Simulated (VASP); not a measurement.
# KF (P4/mmm) in VASP: a series of runs

Aim: see how the results for KF move with the level of theory and the settings. Levels: PBE, r2SCAN. Tasks: single point.

All numbers are computed with VASP 6.6.1; they aren't measurements. Logs are shortened: lines on timing, memory, paths and dates and some standing lists are left out, and cuts for length are marked.

### 1 The cell of the first run

The structure is tetragonal, space group P4/mmm (No. 123). The conventional cell has a = 2.992 Å, b = 2.992 Å, c = 3.179 Å, α = 90.00°, β = 90.00°, γ = 90.00°. K (site symmetry 4/mmm) has 8 F at 2.65 Å and 6 K at 2.99 to 3.18 Å within 3.5 Å. F (site symmetry 4/mmm) has 8 K at 2.65 Å and 6 F at 2.99 to 3.18 Å within 3.5 Å.

### 2 Single point, PBE (biaxial xy strain -5.9%)

INCAR reads:

```
SYSTEM = KF
PREC = Accurate ; ENCUT = 520
EDIFF = 1E-6 ; ISMEAR = -1
SIGMA = 0.02 ; LREAL = .FALSE.
LASPH = .TRUE. ; NELM = 60
ALGO = Normal ; ISIF = 2
LWAVE = .FALSE. ; LCHARG = .FALSE.
GGA = PE ; NBANDS = 15
```

KPOINTS reads:

```
Automatic mesh
0
G
  8 8 8
  0 0 0
```

POSCAR reads:

```
KF
1.0
    2.9919530854      0.0000000000      0.0000000000
    0.0000000000      2.9919530854      0.0000000000
    0.0000000000      0.0000000000      3.1788706815
K F
1 1
Direct
    0.0000000000      0.0000000000      0.0000000000
    0.5000000000      0.5000000000      0.5000000000
```

Potentials or basis: VASP PAW PBE potentials, release 64 (K_sv, F).

Command:

```
$ cat potpaw_PBE.64/K_sv/POTCAR potpaw_PBE.64/F/POTCAR > POTCAR
$ mpirun -np 1 vasp_std > vasp.out
```

OUTCAR:

```text
SYSTEM = KF
   PREC = Accurate
   ENCUT = 520
   EDIFF = 1E-6
   ISMEAR = -1
   LREAL = .FALSE.
   LASPH = .TRUE.
   NELM = 60
   ISIF = 2
   GGA = PE

 ion  position               nearest neighbor table
   1  0.000  0.000  0.000-   2 2.65   2 2.65   2 2.65   2 2.65   2 2.65   2 2.65   2 2.65   2 2.65

   2  0.500  0.500  0.500-   1 2.65   1 2.65   1 2.65   1 2.65   1 2.65   1 2.65   1 2.65   1 2.65

  LATTYP: Found a simple tetragonal cell.
 ALAT       =     2.9919530854
 C/A-ratio  =     1.0624734382

  Lattice vectors:

 A1 = (   2.9919530854,   0.0000000000,   0.0000000000)
 A2 = (   0.0000000000,   2.9919530854,   0.0000000000)
 A3 = (   0.0000000000,   0.0000000000,   3.1788706815)

Analysis of symmetry for initial positions (statically):
=====================================================================
 Subroutine PRICEL returns:
 Original cell was already a primitive cell.

 Routine SETGRP: Setting up the symmetry group for a
 simple tetragonal supercell.

 Subroutine GETGRP returns: Found 16 space group operations
 (whereof 16 operations were pure point group operations)
 out of a pool of 16 trial point group operations.

The static configuration has the point symmetry D_4h.

Analysis of symmetry for dynamics (positions and initial velocities):
=====================================================================
 Subroutine PRICEL returns:
 Original cell was already a primitive cell.

 Routine SETGRP: Setting up the symmetry group for a
 simple tetragonal supercell.

 Subroutine GETGRP returns: Found 16 space group operations
 (whereof 16 operations were pure point group operations)
 out of a pool of 16 trial point group operations.

The dynamic configuration has the point symmetry D_4h.

 Subroutine INISYM returns: Found 16 space group operations
 (whereof 16 operations are pure point group operations),
 and found     1 'primitive' translations

----------------------------------------------------------------------------------------

                                     Primitive cell

  volume of cell :      28.4566

  direct lattice vectors                    reciprocal lattice vectors
     2.991953085  0.000000000  0.000000000     0.334229840  0.000000000  0.000000000
     0.000000000  2.991953085  0.000000000     0.000000000  0.334229840  0.000000000
     0.000000000  0.000000000  3.178870681     0.000000000  0.000000000  0.314577125

  length of vectors
     2.991953085  2.991953085  3.178870681     0.334229840  0.334229840  0.314577125

  position of ions in fractional coordinates (direct lattice)
     0.000000000  0.000000000  0.000000000
     0.500000000  0.500000000  0.500000000

  ion indices of the primitive-cell ions
   primitive index   ion index
                 1           1
                 2           2

----------------------------------------------------------------------------------------

 KPOINTS: Automatic mesh

Automatic generation of k-mesh.
 Grid dimensions read from file:
 generate k-points for:    8    8    8

 Generating k-lattice:

  Cartesian coordinates                     Fractional coordinates (reciprocal lattice)
     0.041778730  0.000000000  0.000000000     0.125000000  0.000000000  0.000000000
     0.000000000  0.041778730  0.000000000     0.000000000  0.125000000  0.000000000
     0.000000000  0.000000000  0.039322141     0.000000000  0.000000000  0.125000000

  Length of vectors
     0.041778730  0.041778730  0.039322141

  Shift w.r.t. Gamma in fractional coordinates (k-lattice)
     0.000000000  0.000000000  0.000000000

 Subroutine IBZKPT returns following result:
 ===========================================

 Found     75 irreducible k-points:

 Following reciprocal coordinates:
            Coordinates               Weight
  0.000000  0.000000  0.000000      1.000000
  0.125000  0.000000  0.000000      4.000000
  0.250000  0.000000  0.000000      4.000000
  0.375000  0.000000  0.000000      4.000000
  0.500000  0.000000  0.000000      2.000000
  0.125000  0.125000  0.000000      4.000000
[... 16 lines left out ...]
  0.375000  0.125000  0.125000     16.000000
  0.500000  0.125000  0.125000      8.000000
 [... further k-points ...]
   k-points           NKPTS =     75   k-points in BZ     NKDIM =     75   number of bands    NBANDS=     15
   number of dos      NEDOS =    301   number of ions     NIONS =      2
   total plane-waves  NPLWV =  13824
   dimension x,y,z NGX =    24 NGY =   24 NGZ =   24
   dimension x,y,z NGXF=    48 NGYF=   48 NGZF=   48
   ions per type =               1   1
   NGX,Y,Z   is equivalent  to a cutoff of  13.34, 13.34, 12.55 a.u.
   NGXF,Y,Z  is equivalent  to a cutoff of  26.67, 26.67, 25.10 a.u.
 SYSTEM =  KF
   PREC   = accura    normal or accurate (medium, high low for compatibility)
   ISTART =      0    job   : 0-new  1-cont  2-samecut
   ICHARG =      2    charge: 1-file 2-atom 10-const
   ISPIN  =      1    spin polarized calculation?
   LNONCOLLINEAR =      F non collinear calculations
   LSORBIT =      F    spin-orbit coupling
   LASPH  =      T    aspherical Exc in radial PAW
   ENCUT  =  520.0 eV  38.22 Ry    6.18 a.u.   5.56  5.56  5.91*2*pi/ulx,y,z
   NELM   =     60;   NELMIN=  2; NELMDL= -5     # of ELM steps
   EDIFF  = 0.1E-05   stopping-criterion for ELM
   LREAL  =      F    real-space projection
   EDIFFG = 0.1E-04   stopping-criterion for IOM
   NSW    =      0    number of steps for IOM
   IBRION =     -1    ionic relax: 0-MD 1-quasi-New 2-CG
   NFREE  =      0    steps in history (QN), initial steepest desc. (CG)
   ISIF   =      2    stress and relaxation
   ISYM   =      2    0-nonsym 1-usesym 2-fastsym
   POTIM  = 0.5000    time-step for ionic-motion
   TEBEG  =    0.0;   TEEND  =   0.0 temperature during run
   PSTRESS=    0.0 pullay stress
   NELECT =      16.0000    total number of electrons
   NUPDOWN=      -1.0000    fix difference up-down
   EMIN   =  10.00;   EMAX   =-10.00  energy-range for DOS
   EFERMI =   0.00;   METHOD = LEGACY
   ISMEAR =    -1;   SIGMA  =   0.02  broadening in eV -4-tet -1-fermi 0-gaus
   EFERMI_NEDOS =   21; number of points for ismear=-14 and -15
   IALGO  =     38    algorithm
   IMIX   =      4    mixing-type and parameters
     AMIX     =   0.40;   BMIX     =  1.00
     AMIX_MAG =   1.60;   BMIX_MAG =  1.00
  volume/ion in A,a.u.               =      14.23        96.02
  Fermi-wavevector in a.u.,A,eV,Ry     =   1.351203  2.553404 24.840840  1.825750
  Thomas-Fermi vector in A             =   2.478644
   LORBIT       =      0    0 simple, 1 ext, 2 COOP (PROOUT), +10 PAW based schemes
   GGA     = PE    functional components
   LHFCALC =     F    Hartree Fock is set to
   AEXX    =    0.0000 exact exchange contribution
   IVDW    =     0    specifies the selected vdW correction
   LEPSILON=     F    determine dielectric tensor
   LRPA    =     F    only Hartree local field effects (RPA)
 non-spin polarized calculation
  energy-cutoff  :      520.00
  volume of cell :       28.46
 maximum number of plane-waves:       788
 NGX is ok and might be reduce to    24
   NGX = 11   NGY = 11   NGZ = 11

 number of electron      15.9999989 magnetization

 Free energy of the ion-electron system (eV)
  ---------------------------------------------------
  ext. energy  EPLUGINS =         0.00000000
  ---------------------------------------------------
  free energy    TOTEN  =        -7.89269161 eV

  energy without entropy =       -7.89269161  energy(sigma->0) =       -7.89269161

 E-fermi :  -0.7508     XC(G=0): -10.0149

 val. band max:       -1.2320579731   @ k =   0.5000   0.0000   0.5000
 cond. band min:       6.4531507262   @ k =   0.0000   0.0000   0.0000
 fundamental gap:      7.6852086993
 Fermi energy:        -0.7507812991

 k-point     1 :       0.0000    0.0000    0.0000
  band No.  band energies     occupation
      1     -28.0174      2.00000
      2     -20.3957      2.00000
      3     -10.8852      2.00000
      4     -10.6364      2.00000
      5     -10.6364      2.00000
      6      -1.4605      2.00000
      7      -1.2387      2.00000
      8      -1.2387      2.00000
      9       6.4532      0.00000
     10       7.0829      0.00000
     11       7.1991      0.00000
     12      13.5872      0.00000
     13      13.5872      0.00000
     14      14.0554      0.00000
     15      21.7486      0.00000

 k-point     2 :       0.1250    0.0000    0.0000
  band No.  band energies     occupation
      1     -27.9741      2.00000
      2     -20.4092      2.00000
      3     -10.8484      2.00000
      4     -10.8342      2.00000
      5     -10.6054      2.00000
      6      -1.5204      2.00000
      7      -1.5010      2.00000
      8      -1.2621      2.00000
      9       6.9388      0.00000
     10       7.2845      0.00000
     11       7.6953      0.00000
     12      13.2295      0.00000
     13      13.6572      0.00000
     14      13.6830      0.00000
     15      21.2344      0.00000

 k-point     3 :       0.2500    0.0000    0.0000
  band No.  band energies     occupation
      1     -27.8669      2.00000
      2     -20.4472      2.00000
      3     -11.2765      2.00000
      4     -10.7576      2.00000
      5     -10.5292      2.00000
      6      -2.1256      2.00000
      7      -1.6032      2.00000
      8      -1.3218      2.00000
      9       7.6340      0.00000
     10       8.0998      0.00000
     11       9.1621      0.00000
     12      12.5194      0.00000
     13      12.9326      0.00000
     14      13.8329      0.00000
     15      18.9931      0.00000
[... 343 lines left out ...]
 k-point    23 :       0.3750    0.1250    0.1250
  band No.  band energies     occupation
      1     -27.6991      2.00000
      2     -20.4480      2.00000
      3     -11.7261      2.00000
      4     -10.8068      2.00000
      5     -10.6850      2.00000
      6      -2.4544      2.00000
      7      -1.7744      2.00000
      8      -1.4638      2.00000
      9       8.7710      0.00000
     10       9.3754      0.00000
     11      10.2715      0.00000
     12      11.4818      0.00000
     13      12.8095      0.00000
     14      13.1059      0.00000
     15      18.6837      0.00000

 k-point    24 :       0.5000    0.1250    0.1250
  band No.  band energies     occupation
      1     -27.6543      2.00000
      2     -20.4555      2.00000
      3     -11.8919      2.00000
      4     -10.7922      2.00000
      5     -10.6552      2.00000
      6      -2.6068      2.00000
      7      -1.8183      2.00000
      8      -1.4566      2.00000
      9       8.9870      0.00000
     10       9.9355      0.00000
     11       9.9820      0.00000
     12      11.2250      0.00000
     13      13.0070      0.00000
     14      13.8707      0.00000
     15      18.1617      0.00000

 [... further k-points ...]
[... 5 lines left out ...]
  --------------------------------------------------------------------------------------
  -------------------------------------------------------------------------------------
  Total        2.2702969      2.2702969      1.1261341      0.0000000     -0.0000000      0.0000000
  in kB      127.8235338    127.8235338     63.4042339      0.0000000     -0.0000000      0.0000000
  external PRESSURE =     106.3504339 kB  Pullay stress =       0.0000000 kB

 VOLUME and BASIS-vectors are now :
 -----------------------------------------------------------------------------
  energy-cutoff  :      520.00
  volume of cell :       28.46
      direct lattice vectors                 reciprocal lattice vectors
     2.991953085  0.000000000  0.000000000     0.334229840  0.000000000  0.000000000
     0.000000000  2.991953085  0.000000000     0.000000000  0.334229840  0.000000000
     0.000000000  0.000000000  3.178870681     0.000000000  0.000000000  0.314577125

 POSITION                                       TOTAL-FORCE (eV/Angst)
 -----------------------------------------------------------------------------------
      0.00000      0.00000      0.00000         0.000000      0.000000      0.000000
      1.49598      1.49598      1.58944         0.000000      0.000000      0.000000
 -----------------------------------------------------------------------------------
    total drift:                                0.000000      0.000000     -0.000000

  FREE ENERGIE OF THE ION-ELECTRON SYSTEM (eV)
  ---------------------------------------------------
  free  energy   TOTEN  =        -7.8926916057 eV

  energy  without entropy=       -7.8926916057  energy(sigma->0) =       -7.89269161
```

Run time: 15 s. Hardware: 1 thread of AMD EPYC 9R14 (Zen 4), shared host; peak memory 0.12 GiB.

Results:

- Free energy: -7.8927 eV
- Pressure: 10.6 GPa
- Band gap on the k mesh: 7.69 eV, indirect (least direct gap 7.69 eV)

Stress tensor (GPa, compression positive):
```
12.78  0.00  0.00
 0.00 12.78  0.00
 0.00  0.00  6.34
```

Caveat: the cell differs from its parent crystal (biaxial xy strain -5.9%). A k mesh can miss the band edges.

### 3 Single point, PBE (uniaxial z strain +4.3%)

INCAR reads:

```
SYSTEM = KF
  ALGO = Normal
  EDIFF = 1E-6
  ENCUT = 520
  GGA = PE
  ISIF = 2
  ISMEAR = -1
  LASPH = .True.
  LCHARG = .False.
  LREAL = .False.
  LWAVE = .False.
  NBANDS = 15
  NELM = 60
  PREC = Accurate
  SIGMA = 0.02
```

KPOINTS reads:

```
k-points
0
Gamma
  8 8 8
  0 0 0
```

POSCAR reads:

```
KF
1.0
    3.1788706815      0.0000000000      0.0000000000
    0.0000000000      3.1788706815      0.0000000000
    0.0000000000      0.0000000000      3.3171515562
K F
1 1
Direct
    0.0000000000      0.0000000000      0.0000000000
    0.5000000000      0.5000000000      0.5000000000
```

Potentials or basis: VASP PAW PBE potentials, release 64 (K_sv, F).

Command:

```
$ cat potpaw_PBE.64/K_sv/POTCAR potpaw_PBE.64/F/POTCAR > POTCAR
$ mpirun -np 1 vasp_std > vasp.out
```

Wall time 17 s (1 thread of AMD EPYC 9R14 (Zen 4), shared host); peak memory 0.13 GiB.

It converged, with:

| Item | Value |
| --- | --- |
| Free energy | -8.0771 eV |
| Pressure | 1.2 GPa |
| Band gap on the k mesh | 6.42 eV, indirect (least direct gap 6.46 eV) |

Stress tensor (GPa, compression positive):
```
 2.41  0.00  0.00
 0.00  2.41  0.00
 0.00  0.00 -1.35
```

Levels at points of the mesh, in eV from the valence-band top:
```
           k point  band 5  band 6  band 7  band 8  band 9  band 10  band 11  band 12
(0.00, 0.00, 0.00)   -9.97   -0.19   -0.05   -0.05    6.42     8.22     8.30    13.87
(0.50, 0.00, 0.00)   -9.84   -1.32   -0.34   -0.14    9.31     9.67    11.18    12.26
(0.50, 0.50, 0.00)   -9.83   -0.68   -0.68   -0.14    8.24     9.18    11.62    11.62
(0.00, 0.00, 0.50)   -9.88   -1.31   -0.18   -0.18    9.15     9.26    11.00    12.78
(0.50, 0.00, 0.50)   -9.78   -0.70   -0.64    0.00    8.60     8.95    11.93    12.24
(0.50, 0.50, 0.50)  -10.49   -1.14   -1.14   -1.12   10.18    10.66    10.66    15.30
```

Caveat: the cell differs from its parent crystal (uniaxial z strain +4.3%). A k mesh can miss the band edges.

### 4 Single point, PBE (uniaxial x strain +3.5%)

INCAR reads:

```
  ALGO = Normal
  EDIFF = 1E-6
  ENCUT = 520
  GGA = PE
  ISIF = 2
  ISMEAR = -1
  LASPH = True
  LCHARG = False
  LREAL = False
  LWAVE = False
  NBANDS = 15
  NELM = 100
  PREC = Accurate
  SIGMA = 0.02
```

KPOINTS reads:

```
k-points
0
Gamma
  8 8 8
```

POSCAR reads:

```
KF
1.0
    3.2907669295      0.0000000000      0.0000000000
    0.0000000000      3.1788706815      0.0000000000
    0.0000000000      0.0000000000      3.1788706815
K F
1 1
Direct
    0.0000000000      0.0000000000      0.0000000000
    0.5000000000      0.5000000000      0.5000000000
```

Command:

```
$ cat potpaw_PBE.64/K_sv/POTCAR potpaw_PBE.64/F/POTCAR > POTCAR
$ mpirun -np 1 vasp_std > vasp.out
```

It took 15 s on 1 thread of AMD EPYC 9R14 (Zen 4), shared host; peak memory 0.13 GiB.

The run converged. Its results:

| Item | Value |
| --- | --- |
| Free energy | -8.0783 eV |
| Pressure | 1.5 GPa |
| Band gap on the k mesh | 6.49 eV, indirect (least direct gap 6.53 eV) |

Stress tensor (GPa, compression positive):
```
-0.58  0.00  0.00
 0.00  2.50  0.00
 0.00  0.00  2.50
```

Levels at points of the mesh, in eV from the valence-band top:
| k point | band 5 | band 6 | band 7 | band 8 | band 9 | band 10 | band 11 | band 12 |
| --- | --- | --- | --- | --- | --- | --- | --- | --- |
| (0.00, 0.00, 0.00) | -9.93 | -0.16 | -0.04 | -0.04 | 6.49 | 8.25 | 8.32 | 13.94 |
| (0.50, 0.00, 0.00) | -9.83 | -1.31 | -0.18 | -0.18 | 9.21 | 9.37 | 11.11 | 12.79 |
| (0.00, 0.50, 0.00) | -9.80 | -1.32 | -0.31 | -0.15 | 9.34 | 9.70 | 11.27 | 12.36 |
| (0.50, 0.50, 0.00) | -9.73 | -0.69 | -0.64 | 0.00 | 8.62 | 9.01 | 11.98 | 12.23 |
| (0.00, 0.50, 0.50) | -9.78 | -0.67 | -0.67 | -0.11 | 8.32 | 9.19 | 11.72 | 11.72 |
| (0.50, 0.50, 0.50) | -10.48 | -1.15 | -1.15 | -1.13 | 10.30 | 10.69 | 10.69 | 15.44 |

Caveat: the cell differs from its parent crystal (uniaxial x strain +3.5%). A k mesh can miss the band edges.

(Continued in part 2 of 2.)
